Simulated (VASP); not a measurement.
# LiH (P1) in VASP: notebook, part 2 of 2

VASP 6.6.1. Earlier steps stand in the parts before.

**4. Single point, PBE**

INCAR reads:

```
PREC = Accurate ; ENCUT = 520
EDIFF = 1E-6 ; ISMEAR = -1
SIGMA = 0.146 ; LREAL = Auto
LASPH = True ; NELM = 80
ALGO = Normal ; ISIF = 2
LWAVE = False ; LCHARG = False
GGA = PE ; NBANDS = 42
```

KPOINTS reads:

```
Automatic mesh
0
Gamma
  4 4 2
```

POSCAR reads:

```
LiH
1.0
    0.0000000000      4.0059896822      4.0059896822
    4.0059896822      0.0000000000      4.0059896822
    6.0089845233      6.0089845233      0.0000000000
Li H
12 12
Direct
    0.0496240669     -0.0937759530      0.0356600186
   -0.0320161833     -0.0501842281      0.3380620290
    0.0034520808      0.0101068658      0.6884948670
    0.0389580384      0.5302740817      0.0236235423
   -0.0039834102      0.3893521012      0.3893710311
    0.0585027717      0.4597319629      0.6699821716
    0.5872734796      0.0448167655     -0.0402085409
    0.4547541668      0.0093164244      0.3323985096
    0.5384351112     -0.0838413293      0.6525098350
    0.5679806191      0.5304196138     -0.0138926136
    0.5513475259      0.4746368940      0.2990358010
    0.4021053791      0.5617867689      0.6565403829
    0.2476435485      0.3112345760      0.1587798232
    0.3818392261      0.2180909262      0.4688337920
    0.2339986057      0.2936415451      0.8446047715
    0.2789199645      0.8194246018      0.1272069344
    0.3154211818      0.7177706954      0.4318912771
    0.2745738475      0.7838717144      0.8448059702
    0.7495232734      0.2754728763      0.1453188133
    0.7190880977      0.1767891473      0.5674460446
    0.8408141975      0.2308515681      0.8297578369
    0.7690610172      0.7418719807      0.1524488034
    0.7286466595      0.7432158433      0.4859147147
    0.8434666008      0.7169670238      0.8454470935
```

Potentials or basis: VASP PAW PBE potentials, release 64 (Li_sv, H).

Command:

```bash
$ cat potpaw_PBE.64/Li_sv/POTCAR potpaw_PBE.64/H/POTCAR > POTCAR
$ mpirun -np 1 vasp_std > vasp.out
```

OUTCAR:

```text
PREC = Accurate
   ENCUT = 520
   EDIFF = 1E-6
   ISMEAR = -1
   LREAL = Auto
   LASPH = True
   NELM = 80
   ISIF = 2
   GGA = PE

 ion  position               nearest neighbor table
   1  0.050  0.906  0.036-  16 1.59  18 1.71   4 2.21   2 2.49  10 2.60
   2  0.968  0.950  0.338-   1 2.49   9 2.56
   3  0.003  0.010  0.688-   7 2.34   5 2.37  12 2.44
   4  0.039  0.530  0.024-  13 1.65  22 1.67   1 2.21
   5  0.996  0.389  0.389-   3 2.37   8 2.41
   6  0.059  0.460  0.670-  12 2.23
   7  0.587  0.045  0.960-   3 2.34
   8  0.455  0.009  0.332-   5 2.41
   9  0.538  0.916  0.653-  18 1.71  23 1.71  12 2.47   2 2.56  10 2.60
  10  0.568  0.530  0.986-  19 1.71  11 2.47   1 2.60   9 2.60
  11  0.551  0.475  0.299-  19 1.73  14 1.74  10 2.47
  12  0.402  0.562  0.657-   6 2.23   3 2.44   9 2.47
  13  0.248  0.311  0.159-   4 1.65
  14  0.382  0.218  0.469-  11 1.74
  15  0.234  0.294  0.845-
  16  0.279  0.819  0.127-   1 1.59
  17  0.315  0.718  0.432-
  18  0.275  0.784  0.845-   1 1.71   9 1.71
  19  0.750  0.275  0.145-  10 1.71  11 1.73
[... 255 lines left out ...]
 fundamental gap:      2.4101812151
 Fermi energy:         1.7065894260

 k-point     1 :       0.0000    0.0000    0.0000
  band No.  band energies     occupation
      1     -44.9418      2.00000
      2     -44.6301      2.00000
      3     -44.5867      2.00000
      4     -44.4615      2.00000
      5     -44.4118      2.00000
      6     -44.2128      2.00000
[... 769 lines left out ...]
     35       7.6550      0.00000
     36       7.9747      0.00000
 [bands above 36 left out]

------------------------ aborting loop because EDIFF is reached ----------------------------------------

  FORCE on cell =-STRESS in cart. coord.  units (eV):
  Direction    XX          YY          ZZ          XY          YZ          ZX
  --------------------------------------------------------------------------------------
  -------------------------------------------------------------------------------------
  Total        5.0523850      5.0762194      3.2683603      0.4404465      0.1865732      0.3719159
  in kB       41.9716734     42.1696729     27.1512467      3.6589212      1.5499190      3.0896165
  external PRESSURE =      37.0975310 kB  Pullay stress =       0.0000000 kB

 VOLUME and BASIS-vectors are now :
 -----------------------------------------------------------------------------
  energy-cutoff  :      520.00
  volume of cell :      192.86
      direct lattice vectors                 reciprocal lattice vectors
     0.000000000  4.005989682  4.005989682    -0.124813102  0.124813102  0.124813102
     4.005989682  0.000000000  4.005989682     0.124813102 -0.124813102  0.124813102
     6.008984523  6.008984523  0.000000000     0.083208735  0.083208735 -0.083208735

 POSITION                                       TOTAL-FORCE (eV/Angst)
 -----------------------------------------------------------------------------------
      3.84460      0.41307      3.82912         0.831727     -1.080088      0.720461
      5.83636      5.90914      7.68269        -0.134261      0.141062      0.654482
      4.17764      4.15098      0.05432        -0.044855      0.009476     -0.371695
      2.26623      0.29802      2.28034        -1.426777     -0.631771     -0.562566
      3.89946      6.32976      5.54977         0.424635     -0.684288      0.522481
      5.86759      4.26027      2.07604         0.093099     -0.051379     -0.230181
[... 16 lines left out ...]
      5.89717      5.83881      5.89627        -0.427674      0.384488     -0.211497
      7.95244      8.45920      6.25108        -0.065465     -0.648097      0.136996
 -----------------------------------------------------------------------------------
    total drift:                                0.004325     -0.005922     -0.002623

  FREE ENERGIE OF THE ION-ELECTRON SYSTEM (eV)
  ---------------------------------------------------
  free  energy   TOTEN  =       -69.5730329430 eV

  energy  without entropy=      -69.5728390106  energy(sigma->0) =      -69.57293598
```

OSZICAR:

```text
N       E                     dE             d eps       ncg     rms          rms(c)
DAV:   1     0.278635694521E+03    0.27864E+03   -0.18976E+04  1680   0.120E+03
DAV:   2    -0.140800084042E+02   -0.29272E+03   -0.26625E+03  1736   0.323E+02
DAV:   3    -0.656093774961E+02   -0.51529E+02   -0.50984E+02  2860   0.848E+01
DAV:   4    -0.727242034457E+02   -0.71148E+01   -0.70350E+01  2592   0.405E+01
DAV:   5    -0.733384604897E+02   -0.61426E+00   -0.61408E+00  2592   0.928E+00    0.107E+01
DAV:   6    -0.704031234078E+02    0.29353E+01   -0.15112E+00  2144   0.555E+00    0.540E+00
DAV:   7    -0.694906228117E+02    0.91250E+00   -0.23114E+00  2168   0.595E+00    0.972E-01
DAV:   8    -0.695723253746E+02   -0.81703E-01   -0.64048E-01  2560   0.267E+00    0.602E-01
DAV:   9    -0.695707256292E+02    0.15997E-02   -0.13733E-02  2592   0.449E-01    0.415E-01
DAV:  10    -0.695729137114E+02   -0.21881E-02   -0.48499E-03  2296   0.333E-01    0.822E-02
DAV:  11    -0.695730163575E+02   -0.10265E-03   -0.56227E-04  2584   0.134E-01    0.413E-02
DAV:  12    -0.695730309780E+02   -0.14620E-04   -0.75430E-05  3248   0.400E-02    0.935E-03
DAV:  13    -0.695730329234E+02   -0.19454E-05   -0.26854E-05  2600   0.227E-02    0.439E-03
DAV:  14    -0.695730329430E+02   -0.19621E-07   -0.16586E-06  1648   0.648E-03
   1 F= -.69573033E+02 E0= -.69572936E+02  d E =-.193932E-03
```

stdout:

```text
POSCAR found type information on POSCAR LiH
 POSCAR found :  2 types and      24 ions
 scaLAPACK will be used
 LDA part: xc-table for (Slater+PW92), standard interpolation
 -----------------------------------------------------------------------------
|                                                                             |
|           W    W    AA    RRRRR   N    N  II  N    N   GGGG   !!!           |
|           W    W   A  A   R    R  NN   N  II  NN   N  G    G  !!!           |
|           W    W  A    A  R    R  N N  N  II  N N  N  G       !!!           |
|           W WW W  AAAAAA  RRRRR   N  N N  II  N  N N  G  GGG   !            |
|           WW  WW  A    A  R   R   N   NN  II  N   NN  G    G                |
|           W    W  A    A  R    R  N    N  II  N    N   GGGG   !!!           |
|                                                                             |
|     Your reciprocal lattice and k-lattice belong to different lattice       |
|     classes:                                                                |
|                                                                             |
|        The reciprocal lattice is body-centered orthorhombic,                |
|        whereas your k-lattice is base-centered monoclinic.                  |
|                                                                             |
|     Results are often still useful ...                                      |
|                                                                             |
 -----------------------------------------------------------------------------

 POSCAR, INCAR and KPOINTS ok, starting setup
 FFT: planning ... GRIDC
 FFT: planning ... GRID_SOFT
 FFT: planning ... GRID
 WAVECAR not read
 entering main loop
```

Wall time 3.9 min (1 thread of Oxide Virtual Turin-like, shared host); peak memory 0.31 GiB.

What came out:

| Property | Result |
| --- | --- |
| Free energy | -69.5730 eV |
| Largest force | 1.659 eV/Å |
| Band gap on the k mesh | 2.41 eV |

Forces in eV/Å, atoms in the order of the input:
```
Li   0.832 -1.080  0.720
Li  -0.134  0.141  0.654
Li  -0.045  0.009 -0.372
Li  -1.427 -0.632 -0.563
Li   0.425 -0.684  0.522
Li   0.093 -0.051 -0.230
Li   0.305 -0.448 -1.042
Li  -0.838  0.130  0.582
Li   0.869  0.196  0.879
Li  -0.074 -0.181 -0.224
Li   0.623 -0.288  0.131
Li  -0.590  0.952  0.206
H   -0.061  0.826 -0.188
H    0.498 -0.645 -1.296
H   -0.261  0.370  0.362
H   -0.096  1.050 -0.079
H    1.059  0.141 -0.433
H   -0.851 -0.159 -0.319
H   -0.234  0.830 -0.182
H   -0.429 -0.056  0.971
H    0.195 -0.330 -0.065
H    0.636  0.173  0.040
H   -0.428  0.384 -0.211
H   -0.065 -0.648  0.137
```

Caveat: the k points lie up to 0.45 Å⁻¹ apart; the cutoff is under 1.25 times the usual one of these potentials, so pressure, stress and relaxed cells hold a basis-set (Pulay) error; the atoms stand as in a frame of molecular dynamics; forces of over 1 eV/Å act on the atoms, so gaps and moduli don't describe the material at rest. A k mesh can miss the band edges.

**5. Summary**

| cell | gap on the mesh (eV) | largest force (eV/Å) |
| --- | --- | --- |
| as given, atomic positions A | 2.35 | 1.69 |
| as given, atomic positions B | 2.66 | 1.85 |
| as given, atomic positions C | 2.41 | 1.66 |

Alike in all rows: task single point; level PBE; potentials or basis VASP PAW PBE potentials, release 64 (Li_sv, H); no spin polarisation; k mesh 4 × 4 × 2; cutoff (eV) 520; smearing fermi-dirac 0.146 eV.

Caveats: all runs use coarse meshes; the cutoff is under 1.25 times the usual one of these potentials, so pressure, stress and relaxed cells hold a basis-set (Pulay) error; the atoms stand as in a frame of molecular dynamics; forces of over 1 eV/Å act on the atoms, so gaps and moduli don't describe the material at rest.

Absolute energies hang on the potentials; compare differences alone.
